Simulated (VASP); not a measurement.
# Ru (I4_1/amd) in VASP: notebook

The runs below take Ru through single point, relaxation of cell and atoms, with PBE.

Program: VASP 6.6.1. These are calculated values, not measurements. Logs are shortened: lines on timing, memory, paths and dates and some standing lists are left out, and cuts for length are marked.

**1. The cell of the first run**

It takes space group I4_1/amd (No. 141, tetragonal). Conventional cell: a = 4.581 Å, b = 4.581 Å, c = 2.568 Å, α = 90.00°, β = 90.00°, γ = 90.00°. Within 3.1 Å of Ru (site symmetry -4m2) lie 10 Ru at 2.38 to 2.99 Å.

**2. Single point, PBE**

The input, INCAR:

```
PREC = Accurate ; ENCUT = 500
EDIFF = 1E-6 ; ISMEAR = -1
SIGMA = 0.1 ; LREAL = False
LASPH = True ; NELM = 120
ALGO = Normal ; ISIF = 2
LWAVE = False ; LCHARG = False
GGA = PE ; NBANDS = 21
GGA_COMPAT = False
```

The input, KPOINTS:

```
Automatic mesh
0
Gamma
  18 18 18
```

The input, POSCAR:

```
Ru
1.0
   -2.2906841397      2.2906841397      1.2840535572
    2.2906841397     -2.2906841397      1.2840535572
    2.2906841397      2.2906841397     -1.2840535572
Ru
2
Direct
   -0.3750000000     -0.1250000000     -0.2500000000
    0.3750000000      0.1250000000      0.2500000000
```

Potentials or basis: VASP PAW PBE potentials, release 64 (Ru_pv).

On the command line:

```bash
cat potpaw_PBE.64/Ru_pv/POTCAR > POTCAR
mpirun -np 1 vasp_std > vasp.out
```

OUTCAR:

```text
PREC = Accurate
   ENCUT = 500
   EDIFF = 1E-6
   ISMEAR = -1
   LREAL = False
   LASPH = True
   NELM = 120
   ISIF = 2
   GGA = PE

 ion  position               nearest neighbor table
   1  0.625  0.875  0.750-   2 2.38   2 2.38   2 2.38   2 2.38   2 2.99   2 2.99   2 2.99   2 2.99

   2  0.375  0.125  0.250-   1 2.38   1 2.38   1 2.38   1 2.38   1 2.99   1 2.99   1 2.99   1 2.99

  LATTYP: Found a body centered tetragonal cell.
 ALAT       =     4.5813682794
 C/A-ratio  =     0.5605546112

  Lattice vectors:

 A1 = (  -2.2906841397,   2.2906841397,   1.2840535572)
 A2 = (   2.2906841397,  -2.2906841397,   1.2840535572)
 A3 = (   2.2906841397,   2.2906841397,  -1.2840535572)

Analysis of symmetry for initial positions (statically):
=====================================================================
 Subroutine PRICEL returns:
 Original cell was already a primitive cell.

 Routine SETGRP: Setting up the symmetry group for a
 body centered tetragonal supercell.

 Subroutine GETGRP returns: Found 16 space group operations
 (whereof  4 operations were pure point group operations)
 out of a pool of 16 trial point group operations.

The static configuration has the point symmetry C_2h.
 The point group associated with its full space group is D_4h.

Analysis of symmetry for dynamics (positions and initial velocities):
=====================================================================
 Subroutine PRICEL returns:
 Original cell was already a primitive cell.

 Routine SETGRP: Setting up the symmetry group for a
 body centered tetragonal supercell.

 Subroutine GETGRP returns: Found 16 space group operations
 (whereof  4 operations were pure point group operations)
 out of a pool of 16 trial point group operations.

The dynamic configuration has the point symmetry C_2h.
 The point group associated with its full space group is D_4h.

 Subroutine INISYM returns: Found 16 space group operations
 (whereof  4 operations are pure point group operations),
 and found     1 'primitive' translations

----------------------------------------------------------------------------------------

                                     Primitive cell

  volume of cell :      26.9509

  direct lattice vectors                    reciprocal lattice vectors
    -2.290684140  2.290684140  1.284053557     0.000000000  0.218275401  0.389391858
     2.290684140 -2.290684140  1.284053557     0.218275401  0.000000000  0.389391858
     2.290684140  2.290684140 -1.284053557     0.218275401  0.218275401  0.000000000

  length of vectors
     3.484718237  3.484718237  3.484718237     0.446396875  0.446396875  0.308688033

  position of ions in fractional coordinates (direct lattice)
     0.625000000  0.875000000  0.750000000
     0.375000000  0.125000000  0.250000000

  ion indices of the primitive-cell ions
   primitive index   ion index
                 1           1
                 2           2

----------------------------------------------------------------------------------------

 KPOINTS: Automatic mesh

Automatic generation of k-mesh.
 Grid dimensions read from file:
 generate k-points for:   18   18   18

 Generating k-lattice:

  Cartesian coordinates                     Fractional coordinates (reciprocal lattice)
     0.000000000  0.012126411  0.021632881     0.055555556 -0.000000000  0.000000000
     0.012126411  0.000000000  0.021632881    -0.000000000  0.055555556  0.000000000
     0.012126411  0.012126411  0.000000000     0.000000000  0.000000000  0.055555556

  Length of vectors
     0.024799826  0.024799826  0.017149335

  Shift w.r.t. Gamma in fractional coordinates (k-lattice)
     0.000000000  0.000000000  0.000000000

 Subroutine IBZKPT returns following result:
 ===========================================

 Found    480 irreducible k-points:

 Following reciprocal coordinates:
            Coordinates               Weight
  0.000000  0.000000  0.000000      1.000000
  0.055556  0.000000  0.000000      8.000000
  0.111111  0.000000  0.000000      8.000000
  0.166667 -0.000000  0.000000      8.000000
  0.222222  0.000000 -0.000000      8.000000
  0.277778  0.000000  0.000000      8.000000
[... 16 lines left out ...]
 -0.277778  0.055556  0.000000     16.000000
 -0.222222  0.055556  0.000000     16.000000
 [... further k-points ...]
   k-points           NKPTS =    480   k-points in BZ     NKDIM =    480   number of bands    NBANDS=     21
   number of dos      NEDOS =    301   number of ions     NIONS =      2
   total plane-waves  NPLWV =  21952
   dimension x,y,z NGX =    28 NGY =   28 NGZ =   28
   dimension x,y,z NGXF=    56 NGYF=   56 NGZF=   56
   ions per type =               2
   NGX,Y,Z   is equivalent  to a cutoff of  13.36, 13.36, 13.36 a.u.
   NGXF,Y,Z  is equivalent  to a cutoff of  26.72, 26.72, 26.72 a.u.
 SYSTEM =  unknown system
   PREC   = accura    normal or accurate (medium, high low for compatibility)
   ISTART =      0    job   : 0-new  1-cont  2-samecut
   ICHARG =      2    charge: 1-file 2-atom 10-const
   ISPIN  =      1    spin polarized calculation?
   LNONCOLLINEAR =      F non collinear calculations
   LSORBIT =      F    spin-orbit coupling
   LASPH  =      T    aspherical Exc in radial PAW
   ENCUT  =  500.0 eV  36.75 Ry    6.06 a.u.   6.35  6.35  6.35*2*pi/ulx,y,z
   NELM   =    120;   NELMIN=  2; NELMDL= -5     # of ELM steps
   EDIFF  = 0.1E-05   stopping-criterion for ELM
   LREAL  =      F    real-space projection
   EDIFFG = 0.1E-04   stopping-criterion for IOM
   NSW    =      0    number of steps for IOM
   IBRION =     -1    ionic relax: 0-MD 1-quasi-New 2-CG
   NFREE  =      0    steps in history (QN), initial steepest desc. (CG)
   ISIF   =      2    stress and relaxation
   ISYM   =      2    0-nonsym 1-usesym 2-fastsym
   POTIM  = 0.5000    time-step for ionic-motion
   TEBEG  =    0.0;   TEEND  =   0.0 temperature during run
   PSTRESS=    0.0 pullay stress
   NELECT =      28.0000    total number of electrons
   NUPDOWN=      -1.0000    fix difference up-down
   EMIN   =  10.00;   EMAX   =-10.00  energy-range for DOS
   EFERMI =   0.00;   METHOD = LEGACY
   ISMEAR =    -1;   SIGMA  =   0.10  broadening in eV -4-tet -1-fermi 0-gaus
   EFERMI_NEDOS =   21; number of points for ismear=-14 and -15
   IALGO  =     38    algorithm
   IMIX   =      4    mixing-type and parameters
     AMIX     =   0.40;   BMIX     =  1.00
     AMIX_MAG =   1.60;   BMIX_MAG =  1.00
  volume/ion in A,a.u.               =      13.48        90.94
  Fermi-wavevector in a.u.,A,eV,Ry     =   1.658070  3.133299 37.405107  2.749198
  Thomas-Fermi vector in A             =   2.745715
   LORBIT       =      0    0 simple, 1 ext, 2 COOP (PROOUT), +10 PAW based schemes
   GGA     = PE    functional components
   LHFCALC =     F    Hartree Fock is set to
   AEXX    =    0.0000 exact exchange contribution
   IVDW    =     0    specifies the selected vdW correction
   LEPSILON=     F    determine dielectric tensor
   LRPA    =     F    only Hartree local field effects (RPA)
 non-spin polarized calculation
  energy-cutoff  :      500.00
  volume of cell :       26.95
 maximum number of plane-waves:       705
 NGX is ok and might be reduce to    28
   NGX = 13   NGY = 13   NGZ = 13

 number of electron      28.0000001 magnetization

 Free energy of the ion-electron system (eV)
  ---------------------------------------------------
  ext. energy  EPLUGINS =         0.00000000
  ---------------------------------------------------
  free energy    TOTEN  =       -16.19973239 eV

  energy without entropy =      -16.09348773  energy(sigma->0) =      -16.14661006

 E-fermi :  13.1141     XC(G=0): -14.0528

 val. band max:       13.1134914407   @ k =   0.3889   0.2778   0.1111
 cond. band min:      13.1141303962   @ k =  -0.1667  -0.4444   0.1111
 fundamental gap:      0.0006389555
 Fermi energy:        13.1140552229

 k-point     1 :       0.0000    0.0000    0.0000
  band No.  band energies     occupation
      1     -30.5820      2.00000
      2     -30.5820      2.00000
      3     -29.3662      2.00000
      4     -29.3416      2.00000
      5     -29.1987      2.00000
      6     -29.1987      2.00000
[... 13 lines left out ...]
     20      23.8961      0.00000
     21      23.8975      0.00000

 k-point     2 :       0.0556    0.0000    0.0000
  band No.  band energies     occupation
      1     -30.5802      2.00000
      2     -30.5680      2.00000
      3     -29.3967      2.00000
      4     -29.3700      2.00000
      5     -29.2044      2.00000
      6     -29.1966      2.00000
[... 13 lines left out ...]
     20      23.8963      0.00000
     21      23.8974      0.00000

 k-point     3 :       0.1111    0.0000    0.0000
  band No.  band energies     occupation
      1     -30.5749      2.00000
      2     -30.5281      2.00000
      3     -29.4820      2.00000
      4     -29.4496      2.00000
      5     -29.2242      2.00000
      6     -29.1906      2.00000
[... 13 lines left out ...]
     20      23.8965      0.00000
     21      23.8975      0.00000

 k-point     4 :       0.1667   -0.0000    0.0000
  band No.  band energies     occupation
      1     -30.5667      2.00000
      2     -30.4682      2.00000
      3     -29.6122      2.00000
      4     -29.5615      2.00000
      5     -29.2605      2.00000
      6     -29.1816      2.00000
[... 13 lines left out ...]
     20      23.8972      0.00000
     21      23.8974      0.00000

 k-point     5 :       0.2222    0.0000   -0.0000
  band No.  band energies     occupation
      1     -30.5567      2.00000
      2     -30.4000      2.00000
      3     -29.7708      2.00000
      4     -29.6834      2.00000
      5     -29.3113      2.00000
      6     -29.1705      2.00000
[... 13 lines left out ...]
     20      23.8973      0.00000
     21      23.9000      0.00000
[... 382 lines left out ...]
     20      23.8970      0.00000
     21      23.9031      0.00000

 k-point    22 :      -0.3333    0.0556    0.0000
  band No.  band energies     occupation
      1     -30.5501      2.00000
      2     -30.2811      2.00000
      3     -29.9728      2.00000
      4     -29.7528      2.00000
      5     -29.4432      2.00000
      6     -29.1592      2.00000
[... 13 lines left out ...]
     20      23.8972      0.00000
     21      23.9464      0.00000

 k-point    23 :      -0.2778    0.0556    0.0000
  band No.  band energies     occupation
      1     -30.5600      2.00000
      2     -30.3322      2.00000
      3     -29.8119      2.00000
      4     -29.6647      2.00000
      5     -29.3703      2.00000
      6     -29.1706      2.00000
[... 13 lines left out ...]
     20      23.8972      0.00000
     21      23.9047      0.00000

 k-point    24 :      -0.2222    0.0556    0.0000
  band No.  band energies     occupation
      1     -30.5683      2.00000
      2     -30.4075      2.00000
      3     -29.6523      2.00000
      4     -29.5516      2.00000
      5     -29.3064      2.00000
      6     -29.1815      2.00000
[... 13 lines left out ...]
     20      23.8973      0.00000
     21      23.8979      0.00000

 [... further k-points ...]

------------------------ aborting loop because EDIFF is reached ----------------------------------------

  FORCE on cell =-STRESS in cart. coord.  units (eV):
  Direction    XX          YY          ZZ          XY          YZ          ZX
  --------------------------------------------------------------------------------------
  -------------------------------------------------------------------------------------
  Total        7.5104868      7.5104868      7.4157313      0.0000000      0.0000000     -0.0000000
  in kB      446.4832029    446.4832029    440.8501771      0.0000000      0.0000000     -0.0000000
  external PRESSURE =     444.6055277 kB  Pullay stress =       0.0000000 kB

 VOLUME and BASIS-vectors are now :
 -----------------------------------------------------------------------------
  energy-cutoff  :      500.00
  volume of cell :       26.95
      direct lattice vectors                 reciprocal lattice vectors
    -2.290684140  2.290684140  1.284053557     0.000000000  0.218275401  0.389391858
     2.290684140 -2.290684140  1.284053557     0.218275401  0.000000000  0.389391858
     2.290684140  2.290684140 -1.284053557     0.218275401  0.218275401  0.000000000

 POSITION                                       TOTAL-FORCE (eV/Angst)
 -----------------------------------------------------------------------------------
      2.29068      1.14534      0.96304         0.000000      0.000000     -0.000000
     -0.00000      1.14534      0.32101        -0.000000     -0.000000      0.000000
 -----------------------------------------------------------------------------------
    total drift:                                0.000000      0.000000     -0.000000

  FREE ENERGIE OF THE ION-ELECTRON SYSTEM (eV)
  ---------------------------------------------------
  free  energy   TOTEN  =       -16.1997323867 eV

  energy  without entropy=      -16.0934877326  energy(sigma->0) =      -16.14661006
```

Run time: 2.5 min. Hardware: 1 thread of AMD EPYC 9R45 (Zen 5), shared host; peak memory 0.28 GiB.

What came out:

| Quantity | Value |
| --- | --- |
| Free energy | -16.1997 eV |
| Pressure | 44.5 GPa |
| Band gap on the k mesh | zero (bands 14 and 15 overlap by 1.88 eV) |

Stress tensor (GPa, compression positive):
```
44.65  0.00  0.00
 0.00 44.65  0.00
 0.00  0.00 44.09
```

Levels at points of the mesh, in eV from the Fermi level:
```tsv
k point	band 10	band 11	band 12	band 13	band 14	band 15	band 16	band 17	band 18	band 19
(0.00, 0.00, 0.00)	-4.61	-4.00	-0.48	-0.48	-0.41	-0.41	2.36	3.80	7.48	7.48
(0.50, 0.00, 0.00)	-4.18	-2.34	-1.66	-0.41	-0.01	1.55	1.62	4.18	8.20	9.60
(0.50, 0.50, 0.00)	-4.18	-3.08	-3.08	-0.62	-0.62	0.89	0.89	1.49	1.49	10.78
(0.50, 0.50, 0.50)	-4.02	-0.94	-0.94	-0.24	-0.24	0.09	0.09	0.38	0.38	9.50
```

Caveat: the cell stands under pressure.

**3. Single point, PBE**

The input, INCAR:

```
  PREC = Accurate
  ENCUT = 500
  EDIFF = 1E-6
  ISMEAR = -1
  SIGMA = 0.1
  LREAL = F
  LASPH = T
  NELM = 120
  ALGO = Normal
  ISIF = 2
  LWAVE = F
  LCHARG = F
  GGA = PE
  NBANDS = 21
  GGA_COMPAT = F
```

KPOINTS is that of step 2.

The input, POSCAR:

```
Ru
1.0
   -2.2905830517      2.2905830517      1.2839577646
    2.2905830517     -2.2905830517      1.2839577646
    2.2905830517      2.2905830517     -1.2839577646
Ru
2
Direct
   -0.3750000000     -0.1250000000     -0.2500000000
    0.3750000000      0.1250000000      0.2500000000
```

Potentials or basis: VASP PAW PBE potentials, release 64 (Ru_pv).

On the command line:

```bash
cat potpaw_PBE.64/Ru_pv/POTCAR > POTCAR
mpirun -np 1 vasp_std > vasp.out
```

Wall time 2.5 min (1 thread of AMD EPYC 9R45 (Zen 5), shared host); peak memory 0.28 GiB.

It converged, with:

- Free energy: -16.1985 eV
- Pressure: 44.5 GPa
- Band gap on the k mesh: zero (bands 14 and 15 overlap by 1.88 eV)

Stress tensor (GPa, compression positive):
```
44.72  0.00  0.00
 0.00 44.72  0.00
 0.00  0.00 44.15
```

Levels at points of the mesh, in eV from the Fermi level:
```csv
k point,band 12,band 13,band 14,band 15,band 16,band 17
"(0.00, 0.00, 0.00)",-0.48,-0.48,-0.41,-0.41,2.36,3.80
"(0.50, 0.00, 0.00)",-1.66,-0.41,-0.01,1.55,1.62,4.19
"(0.50, 0.50, 0.00)",-3.08,-0.62,-0.62,0.89,0.89,1.49
"(0.50, 0.50, 0.50)",-0.94,-0.24,-0.24,0.09,0.09,0.38
```

Caveat: the cell stands under pressure.

(Part 1 of 2 ends here.)
